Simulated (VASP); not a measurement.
# AgCl (Cmmm) in VASP: notebook

The runs below take AgCl through single point, with PBE, r2SCAN.

Program: VASP 6.6.1. These are calculated values, not measurements. Logs are shortened: lines on timing, memory, paths and dates and some standing lists are left out, and cuts for length are marked.

### 1 The cell of the first run

The structure is orthorhombic, space group Cmmm (No. 65). Conventional cell: a = 4.713 Å, b = 4.892 Å, c = 3.396 Å, α = 90.00°, β = 90.00°, γ = 90.00°. Within 3.8 Å of Ag (site symmetry mmm) lie 8 Cl at 2.90 to 2.98 Å and 6 Ag at 3.40 Å. Within 3.8 Å of Cl (site symmetry mmm) lie 8 Ag at 2.90 to 2.98 Å and 6 Cl at 3.40 Å.

### 2 Single point, PBE (shear xy strain -3.7%)

INCAR

```
SYSTEM = AgCl
PREC = Accurate
ENCUT = 520
EDIFF = 1E-6
ISMEAR = -1
SIGMA = 0.02
LREAL = .FALSE.
LASPH = .TRUE.
NELM = 100
ALGO = Normal
ISIF = 2
LWAVE = .FALSE.
LCHARG = .FALSE.
GGA = PE
NBANDS = 16
```

KPOINTS

```
regular mesh
0
G
  8 8 8
  0 0 0
```

POSCAR

```
AgCl
1.0
    3.3955880382     -0.0633277169      0.0000000000
   -0.0633277169      3.3955880382      0.0000000000
    0.0000000000      0.0000000000      3.3955880382
Ag Cl
1 1
Direct
    0.0000000000      0.0000000000      0.0000000000
    0.5000000000      0.5000000000      0.5000000000
```

Potentials or basis: VASP PAW PBE potentials, release 64 (Ag, Cl).

Launch:

```console
$ cat potpaw_PBE.64/Ag/POTCAR potpaw_PBE.64/Cl/POTCAR > POTCAR
$ mpirun -np 1 vasp_std > vasp.out
```

OUTCAR:

```text
SYSTEM = AgCl
   PREC = Accurate
   ENCUT = 520
   EDIFF = 1E-6
   ISMEAR = -1
   LREAL = .FALSE.
   LASPH = .TRUE.
   NELM = 100
   ISIF = 2
   GGA = PE

 ion  position               nearest neighbor table
   1  0.000  0.000  0.000-   2 2.90   2 2.90   2 2.90   2 2.90   2 2.98   2 2.98   2 2.98   2 2.98

   2  0.500  0.500  0.500-   1 2.90   1 2.90   1 2.90   1 2.90   1 2.98   1 2.98   1 2.98   1 2.98

  LATTYP: Found a base centered orthorhombic cell.
 ALAT       =     4.7125277397
 B/A-ratio  =     1.0380088653
 C/A-ratio  =     0.7205449444

  Lattice vectors:

 A1 = (   3.3955880382,  -0.0633277169,   0.0000000000)
 A2 = (  -0.0633277169,   3.3955880382,   0.0000000000)
 A3 = (   0.0000000000,   0.0000000000,   3.3955880382)

Analysis of symmetry for initial positions (statically):
=====================================================================
 Subroutine PRICEL returns:
 Original cell was already a primitive cell.

 Routine SETGRP: Setting up the symmetry group for a
 base centered orthorhombic supercell.

 Subroutine GETGRP returns: Found  8 space group operations
 (whereof  8 operations were pure point group operations)
 out of a pool of  8 trial point group operations.

The static configuration has the point symmetry D_2h.

Analysis of symmetry for dynamics (positions and initial velocities):
=====================================================================
 Subroutine PRICEL returns:
 Original cell was already a primitive cell.

 Routine SETGRP: Setting up the symmetry group for a
 base centered orthorhombic supercell.

 Subroutine GETGRP returns: Found  8 space group operations
 (whereof  8 operations were pure point group operations)
 out of a pool of  8 trial point group operations.

The dynamic configuration has the point symmetry D_2h.

 Subroutine INISYM returns: Found  8 space group operations
 (whereof  8 operations are pure point group operations),
 and found     1 'primitive' translations

----------------------------------------------------------------------------------------

                                     Primitive cell

  volume of cell :      39.1376

  direct lattice vectors                    reciprocal lattice vectors
     3.395588038 -0.063327717  0.000000000     0.294602270  0.005494332  0.000000000
    -0.063327717  3.395588038  0.000000000     0.005494332  0.294602270  0.000000000
     0.000000000  0.000000000  3.395588038     0.000000000  0.000000000  0.294499801

  length of vectors
     3.396178518  3.396178518  3.395588038     0.294653500  0.294653500  0.294499801

  position of ions in fractional coordinates (direct lattice)
     0.000000000  0.000000000  0.000000000
     0.500000000  0.500000000  0.500000000

  ion indices of the primitive-cell ions
   primitive index   ion index
                 1           1
                 2           2

----------------------------------------------------------------------------------------

 KPOINTS: regular mesh

Automatic generation of k-mesh.
 Grid dimensions read from file:
 generate k-points for:    8    8    8

 Generating k-lattice:

  Cartesian coordinates                     Fractional coordinates (reciprocal lattice)
     0.036825284  0.000686792  0.000000000     0.125000000  0.000000000  0.000000000
     0.000686792  0.036825284  0.000000000     0.000000000  0.125000000  0.000000000
     0.000000000  0.000000000  0.036812475     0.000000000  0.000000000  0.125000000

  Length of vectors
     0.036831688  0.036831688  0.036812475

  Shift w.r.t. Gamma in fractional coordinates (k-lattice)
     0.000000000  0.000000000  0.000000000

 Subroutine IBZKPT returns following result:
 ===========================================

 Found    105 irreducible k-points:

 Following reciprocal coordinates:
            Coordinates               Weight
  0.000000  0.000000  0.000000      1.000000
  0.125000  0.000000  0.000000      4.000000
  0.250000  0.000000  0.000000      4.000000
  0.375000  0.000000  0.000000      4.000000
  0.500000  0.000000  0.000000      2.000000
  0.125000  0.125000  0.000000      2.000000
[... 16 lines left out ...]
  0.125000  0.000000  0.125000      8.000000
  0.250000  0.000000  0.125000      8.000000
 [... further k-points ...]
   k-points           NKPTS =    105   k-points in BZ     NKDIM =    105   number of bands    NBANDS=     16
   number of dos      NEDOS =    301   number of ions     NIONS =      2
   total plane-waves  NPLWV =  21952
   dimension x,y,z NGX =    28 NGY =   28 NGZ =   28
   dimension x,y,z NGXF=    56 NGYF=   56 NGZF=   56
   ions per type =               1   1
   NGX,Y,Z   is equivalent  to a cutoff of  13.71, 13.71, 13.71 a.u.
   NGXF,Y,Z  is equivalent  to a cutoff of  27.41, 27.41, 27.42 a.u.
 SYSTEM =  AgCl
   PREC   = accura    normal or accurate (medium, high low for compatibility)
   ISTART =      0    job   : 0-new  1-cont  2-samecut
   ICHARG =      2    charge: 1-file 2-atom 10-const
   ISPIN  =      1    spin polarized calculation?
   LNONCOLLINEAR =      F non collinear calculations
   LSORBIT =      F    spin-orbit coupling
   LASPH  =      T    aspherical Exc in radial PAW
   ENCUT  =  520.0 eV  38.22 Ry    6.18 a.u.   6.31  6.31  6.31*2*pi/ulx,y,z
   NELM   =    100;   NELMIN=  2; NELMDL= -5     # of ELM steps
   EDIFF  = 0.1E-05   stopping-criterion for ELM
   LREAL  =      F    real-space projection
   EDIFFG = 0.1E-04   stopping-criterion for IOM
   NSW    =      0    number of steps for IOM
   IBRION =     -1    ionic relax: 0-MD 1-quasi-New 2-CG
   NFREE  =      0    steps in history (QN), initial steepest desc. (CG)
   ISIF   =      2    stress and relaxation
   ISYM   =      2    0-nonsym 1-usesym 2-fastsym
   POTIM  = 0.5000    time-step for ionic-motion
   TEBEG  =    0.0;   TEEND  =   0.0 temperature during run
   PSTRESS=    0.0 pullay stress
   NELECT =      18.0000    total number of electrons
   NUPDOWN=      -1.0000    fix difference up-down
   EMIN   =  10.00;   EMAX   =-10.00  energy-range for DOS
   EFERMI =   0.00;   METHOD = LEGACY
   ISMEAR =    -1;   SIGMA  =   0.02  broadening in eV -4-tet -1-fermi 0-gaus
   EFERMI_NEDOS =   21; number of points for ismear=-14 and -15
   IALGO  =     38    algorithm
   IMIX   =      4    mixing-type and parameters
     AMIX     =   0.40;   BMIX     =  1.00
     AMIX_MAG =   1.60;   BMIX_MAG =  1.00
  volume/ion in A,a.u.               =      19.57       132.06
  Fermi-wavevector in a.u.,A,eV,Ry     =   1.263672  2.387994 21.726694  1.596867
  Thomas-Fermi vector in A             =   2.397017
   LORBIT       =      0    0 simple, 1 ext, 2 COOP (PROOUT), +10 PAW based schemes
   GGA     = PE    functional components
   LHFCALC =     F    Hartree Fock is set to
   AEXX    =    0.0000 exact exchange contribution
   IVDW    =     0    specifies the selected vdW correction
   LEPSILON=     F    determine dielectric tensor
   LRPA    =     F    only Hartree local field effects (RPA)
 non-spin polarized calculation
  energy-cutoff  :      520.00
  volume of cell :       39.14
 maximum number of plane-waves:      1076
 NGX is ok and might be reduce to    28
   NGX = 13   NGY = 13   NGZ = 13

 number of electron      17.9999999 magnetization

 Free energy of the ion-electron system (eV)
  ---------------------------------------------------
  ext. energy  EPLUGINS =         0.00000000
  ---------------------------------------------------
  free energy    TOTEN  =        -5.11832900 eV

  energy without entropy =       -5.11832898  energy(sigma->0) =       -5.11832899

 E-fermi :   4.6724     XC(G=0): -10.5665

 val. band max:        4.4359192177   @ k =   0.0000   0.0000   0.5000
 cond. band min:       4.9072451581   @ k =   0.0000   0.0000   0.0000
 fundamental gap:      0.4713259405
 Fermi energy:         4.6724162686

 k-point     1 :       0.0000    0.0000    0.0000
  band No.  band energies     occupation
      1     -10.4718      2.00000
      2       1.4565      2.00000
      3       1.4598      2.00000
      4       2.4430      2.00000
      5       2.4597      2.00000
      6       2.4836      2.00000
[... 8 lines left out ...]
     15      18.5022      0.00000
     16      20.7381      0.00000

 k-point     2 :       0.1250    0.0000    0.0000
  band No.  band energies     occupation
      1     -10.4040      2.00000
      2       1.2208      2.00000
      3       1.4783      2.00000
      4       2.0515      2.00000
      5       2.0534      2.00000
      6       2.2773      2.00000
[... 8 lines left out ...]
     15      17.9192      0.00000
     16      20.7201      0.00000

 k-point     3 :       0.2500    0.0000    0.0000
  band No.  band energies     occupation
      1     -10.2316      2.00000
      2       0.2441      2.00000
      3       1.5154      2.00000
      4       1.6532      2.00000
      5       1.6788      2.00000
      6       2.3676      2.00000
[... 8 lines left out ...]
     15      18.2377      0.00000
     16      20.5522      0.00000

 k-point     4 :       0.3750    0.0000    0.0000
  band No.  band energies     occupation
      1     -10.0446      2.00000
      2      -0.6328      2.00000
      3       1.3806      2.00000
      4       1.3962      2.00000
      5       1.6145      2.00000
      6       2.5098      2.00000
[... 8 lines left out ...]
     15      20.3435      0.00000
     16      20.3898      0.00000
[... 324 lines left out ...]
 k-point    22 :       0.0000    0.0000    0.1250
  band No.  band energies     occupation
      1     -10.4041      2.00000
      2       1.2196      2.00000
      3       1.4825      2.00000
      4       1.9690      2.00000
      5       2.1440      2.00000
      6       2.2726      2.00000
[... 8 lines left out ...]
     15      17.8150      0.00000
     16      20.6488      0.00000

 k-point    23 :       0.1250    0.0000    0.1250
  band No.  band energies     occupation
      1     -10.3391      2.00000
      2       1.1733      2.00000
      3       1.3070      2.00000
      4       1.7225      2.00000
      5       1.9658      2.00000
      6       2.4161      2.00000
[... 8 lines left out ...]
     15      18.4113      0.00000
     16      19.9447      0.00000

 k-point    24 :       0.2500    0.0000    0.1250
  band No.  band energies     occupation
      1     -10.1742      2.00000
      2       0.3082      2.00000
      3       1.3139      2.00000
      4       1.6308      2.00000
      5       1.7766      2.00000
      6       2.4165      2.00000
[... 8 lines left out ...]
     15      18.7047      0.00000
     16      19.7159      0.00000

 [... further k-points ...]
[... 5 lines left out ...]
  --------------------------------------------------------------------------------------
  -------------------------------------------------------------------------------------
  Total        0.3696370      0.3696370      0.3705635     -0.0987455      0.0000000      0.0000000
  in kB       15.1318547     15.1318547     15.1697795     -4.0423500      0.0000000      0.0000000
  external PRESSURE =      15.1444963 kB  Pullay stress =       0.0000000 kB

 VOLUME and BASIS-vectors are now :
 -----------------------------------------------------------------------------
  energy-cutoff  :      520.00
  volume of cell :       39.14
      direct lattice vectors                 reciprocal lattice vectors
     3.395588038 -0.063327717  0.000000000     0.294602270  0.005494332  0.000000000
    -0.063327717  3.395588038  0.000000000     0.005494332  0.294602270  0.000000000
     0.000000000  0.000000000  3.395588038     0.000000000  0.000000000  0.294499801

 POSITION                                       TOTAL-FORCE (eV/Angst)
 -----------------------------------------------------------------------------------
      0.00000      0.00000      0.00000         0.000000      0.000000      0.000000
      1.66613      1.66613      1.69779        -0.000000     -0.000000      0.000000
 -----------------------------------------------------------------------------------
    total drift:                               -0.000000      0.000000      0.000000

  FREE ENERGIE OF THE ION-ELECTRON SYSTEM (eV)
  ---------------------------------------------------
  free  energy   TOTEN  =        -5.1183289956 eV

  energy  without entropy=       -5.1183289795  energy(sigma->0) =       -5.11832899
```

It took 77 s on 1 thread of Intel Xeon 8259CL, shared host; peak memory 0.2 GiB.

Results:

- Free energy: -5.1183 eV
- Pressure: 1.5 GPa
- Band gap on the k mesh: 0.47 eV (least direct gap 2.12 eV)

Caveat: the cell differs from its parent crystal (shear xy strain -3.7%). A k mesh can miss the band edges.

### 3 Single point, r2SCAN (shear xy strain -3.7%)

POSCAR is that of step 2.

INCAR.step1

```
PREC = Accurate
ENCUT = 520
ISMEAR = 0
SIGMA = 0.01
LREAL = False
LASPH = True
NELM = 100
NBANDS = 16
GGA = PE
ALGO = Normal
EDIFF = 1E-4
LWAVE = True
LCHARG = False
```

INCAR.step2

```
PREC = Accurate
ENCUT = 520
EDIFF = 1E-6
ISMEAR = 0
SIGMA = 0.01
LREAL = False
LASPH = True
NELM = 100
ALGO = Normal
ISIF = 2
LWAVE = False
LCHARG = False
METAGGA = R2SCAN
LMIXTAU = True
NBANDS = 16
ISTART = 1
```

KPOINTS

```
Automatic mesh
0
Gamma
  8 8 8
```

Potentials or basis: VASP PAW PBE potentials, release 64 (Ag, Cl).

Launch:

```console
$ cat potpaw_PBE.64/Ag/POTCAR potpaw_PBE.64/Cl/POTCAR > POTCAR
$ cp INCAR.step1 INCAR
$ mpirun -np 1 vasp_std > vasp.out
$ cp INCAR.step2 INCAR
$ mpirun -np 1 vasp_std > vasp.out
```

It took 5.2 min on 1 thread of Intel Xeon 8259CL, shared host; peak memory 0.21 GiB.

It converged, with:

```
Free energy            : -28.4020 eV
Pressure               : -0.1 GPa
Band gap on the k mesh : 1.06 eV (least direct gap 2.78 eV)
```

Stress tensor (GPa, compression positive):
```
-0.07 -0.38  0.00
-0.38 -0.07  0.00
 0.00  0.00 -0.07
```

Levels at points of the mesh, in eV from the valence-band top:
| k point | band 5 | band 6 | band 7 | band 8 | band 9 | band 10 | band 11 | band 12 | band 13 | band 14 |
| --- | --- | --- | --- | --- | --- | --- | --- | --- | --- | --- |
| (0.00, 0.00, 0.00) | -1.97 | -1.95 | -1.89 | -1.81 | -1.72 | 1.06 | 9.84 | 9.85 | 14.48 | 14.78 |
| (0.50, 0.00, 0.00) | -2.79 | -1.92 | -1.59 | -0.14 | -0.12 | 5.50 | 6.15 | 9.73 | 10.57 | 10.66 |
| (0.50, 0.50, 0.00) | -2.28 | -2.27 | -2.26 | -1.66 | -1.15 | 3.16 | 9.51 | 9.95 | 11.20 | 14.17 |
| (0.00, 0.00, 0.50) | -2.81 | -1.93 | -1.59 | -0.26 | 0.00 | 5.51 | 6.15 | 9.80 | 10.47 | 10.68 |
| (0.50, 0.00, 0.50) | -2.30 | -2.27 | -2.23 | -1.66 | -1.15 | 3.15 | 9.71 | 9.74 | 11.18 | 14.28 |
| (0.50, 0.50, 0.50) | -1.64 | -1.64 | -0.38 | -0.30 | -0.20 | 4.98 | 5.15 | 5.32 | 7.50 | 18.56 |

Caveat: the cell differs from its parent crystal (shear xy strain -3.7%); the PAW data sets were made with another functional, which shifts forces and pressure a little. A k mesh can miss the band edges.
